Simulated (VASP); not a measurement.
Input of a VASP 6.6.1 run:

File INCAR:

```
PREC = Accurate
ENCUT = 520
EDIFF = 1E-6
ISMEAR = -1
SIGMA = 0.05
LREAL = False
LASPH = True
NELM = 150
ALGO = Normal
ISIF = 2
LWAVE = False
LCHARG = False
ISPIN = 2
MAGMOM = 3 3 0 0 0 0
LORBIT = 11
LMAXMIX = 4
GGA = PE
NBANDS = 37
```

KPOINTS

```
Automatic mesh
0
Gamma
  5 5 8
```

Contents of POSCAR:

```
CrO2
1.0
    4.4210000000     -0.0221050000      0.0000000000
   -0.0221050000      4.4210000000      0.0000000000
    0.0000000000      0.0000000000      2.9170000000
Cr O
2 4
Direct
    0.5000000000      0.5000000000      0.5000000000
    0.0000000000      0.0000000000      0.0000000000
    0.8010000000      0.1990000000      0.5000000000
    0.6990000000      0.6990000000      0.0000000000
    0.1990000000      0.8010000000      0.5000000000
    0.3010000000      0.3010000000      0.0000000000
```

Potentials or basis: VASP PAW PBE potentials, release 64 (Cr_pv, O).

The run is started by

```bash
$ cat potpaw_PBE.64/Cr_pv/POTCAR potpaw_PBE.64/O/POTCAR > POTCAR
$ mpirun -np 1 vasp_std > vasp.out
```

Estimate the pressure.

3.1 GPa.

What does it give for the net moment?

4.00 μB per cell.

Estimate the site moments.

Cr +2.11, +2.08; O -0.07 μB.

Stress tensor (GPa, compression positive):
```
3.35 2.32 0.00
2.32 3.35 0.00
0.00 0.00 2.56
```

Caveat: the cell stands under pressure.
